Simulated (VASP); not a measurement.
Set up this calculation in VASP 6.6.1, as the native input.

```yaml
Task: single point
Functional: r2SCAN
Potentials_or_basis: VASP PAW PBE potentials, release 64 (Sn_d)
Cutoff: 520 eV
k_mesh: 6 × 6 × 6
Occupations: gaussian, width 0.1 eV
Spin: no spin polarisation
Dipole_correction: no
Further_INCAR_settings: ALGO = Normal; EDIFF = 1e-06; NBANDS = 21
```

Crystal: Sn.

```
Sn
1.0
     1.75553    1.01355    5.43639
    -1.75553    1.01355    5.43639
     0.00000   -2.02711    5.43639
Sn
2
Direct
  0.09439 0.09439 0.09439
  0.90561 0.90561 0.90561
```

These files were run (other wordings do the same):

POSCAR

```
Sn
1.0
    1.7555261068      1.0135534703      5.4363927556
   -1.7555261068      1.0135534703      5.4363927556
    0.0000000000     -2.0271069406      5.4363927556
Sn
2
Direct
    0.0943855199      0.0943855199      0.0943855199
    0.9056144801      0.9056144801      0.9056144801
```

INCAR.step1

```
SYSTEM = Sn
  PREC = Accurate
  ENCUT = 520
  ISMEAR = 0
  SIGMA = 0.1
  LREAL = .FALSE.
  LASPH = .TRUE.
  NELM = 100
  NBANDS = 21
  GGA = PE
  ALGO = Normal
  EDIFF = 1E-4
  LWAVE = .TRUE.
  LCHARG = .FALSE.
```

INCAR.step2

```
SYSTEM = Sn
  PREC = Accurate
  ENCUT = 520
  EDIFF = 1E-6
  ISMEAR = 0
  SIGMA = 0.1
  LREAL = .FALSE.
  LASPH = .TRUE.
  NELM = 100
  ALGO = Normal
  ISIF = 2
  LWAVE = .FALSE.
  LCHARG = .FALSE.
  METAGGA = R2SCAN
  LMIXTAU = .TRUE.
  NBANDS = 21
  ISTART = 1
```

KPOINTS

```
regular mesh
0
G
  6 6 6
  0 0 0
```

Potentials or basis: VASP PAW PBE potentials, release 64 (Sn_d).

Run with:

```console
$ cat potpaw_PBE.64/Sn_d/POTCAR > POTCAR
$ cp INCAR.step1 INCAR
$ mpirun -np 1 vasp_std > vasp.out
$ cp INCAR.step2 INCAR
$ mpirun -np 1 vasp_std > vasp.out
```

It gave:

```
Pressure               : 0.0 GPa
Largest force          : 0.009 eV/Å
Band gap on the k mesh : zero (band 14 reaches 12.84 eV, above the bottom of band 15 at 6.02 eV)
```

Caveat: the PAW data sets were made with another functional, which shifts forces and pressure a little; spin-orbit coupling is left out, which moves the levels of the heavy elements.

Run time: 4.4 min on 1 thread of Intel(R) Xeon(R) Platinum 8259CL CPU @ 2.50GHz (Skylake/Cascade Lake), with other jobs on the host, peak memory 0.35 GiB.
